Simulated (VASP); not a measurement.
Set up this calculation in VASP 6.6.1, as the native input.

| Quantity | Value |
| --- | --- |
| Task | relaxation of cell and atoms |
| Functional | PBEsol |
| Potentials or basis | VASP PAW PBE potentials, release 64 (Ca_sv) |
| Cutoff | 600 eV |
| k mesh | 6 × 6 × 6 |
| Occupations | gaussian, width 0.1 eV |
| Spin | no spin polarisation |
| Dipole correction | no |
| Further INCAR settings | ALGO = Normal; EDIFF = 1e-06; IBRION = 2; EDIFFG = -0.01; NSW = 100; ISIF = 3 |

The structure of Ca lies in POSCAR:

```
Ca
1.0
    7.0578195955      0.0000000000      0.0000000000
    0.0000000000      7.0578195955      0.0000000000
    0.0000000000      0.0000000000      7.0578195955
Ca
8
Direct
    0.5000000000      0.5000000000      0.5000000000
    0.0000000000      0.0000000000      0.0000000000
    0.2500000000      0.0000000000      0.5000000000
    0.5000000000      0.2500000000      0.0000000000
    0.5000000000      0.7500000000      0.0000000000
    0.7500000000      0.0000000000      0.5000000000
    0.0000000000      0.5000000000      0.7500000000
    0.0000000000      0.5000000000      0.2500000000
```

One way to write it, as run:

INCAR

```
SYSTEM = Ca
  PREC = Accurate
  ENCUT = 600
  EDIFF = 1E-6
  ISMEAR = 0
  SIGMA = 0.1
  LREAL = .False.
  LASPH = .True.
  NELM = 100
  ALGO = Normal
  ISIF = 3
  LWAVE = .False.
  LCHARG = .False.
  GGA = PS
  IBRION = 2
  NSW = 100
  EDIFFG = -0.01
```

KPOINTS

```
Automatic mesh
0
Gamma
  6 6 6
  0 0 0
```

Potentials or basis: VASP PAW PBE potentials, release 64 (Ca_sv).

The run is started by

```console
$ cat potpaw_PBE.64/Ca_sv/POTCAR > POTCAR
$ mpirun -np 1 vasp_std > vasp.out
```

It gave:

```
Relaxed volume                         : 40.95 Å³/atom
Relaxed cell                           : a = 6.894 Å, b = 6.894 Å, c = 6.894 Å, α = 90.00°, β = 90.00°, γ = 90.00°
Space group after relaxing (to 0.05 Å) : Pm-3n (No. 223)
Energy gained by relaxing              : 11.2 meV/atom
Ionic steps                            : 3
Pressure after relaxing                : 0.0 GPa
Band gap on the k mesh                 : zero (band 40 reaches 2.44 eV, above the bottom of band 41 at 1.78 eV)
```

Caveat: the PAW data sets were made with another functional, which shifts forces and pressure a little.

It took 19 min on 1 thread of Intel(R) Xeon(R) Platinum 8259CL CPU @ 2.50GHz (Skylake/Cascade Lake) (shared host), peak memory 0.63 GiB.
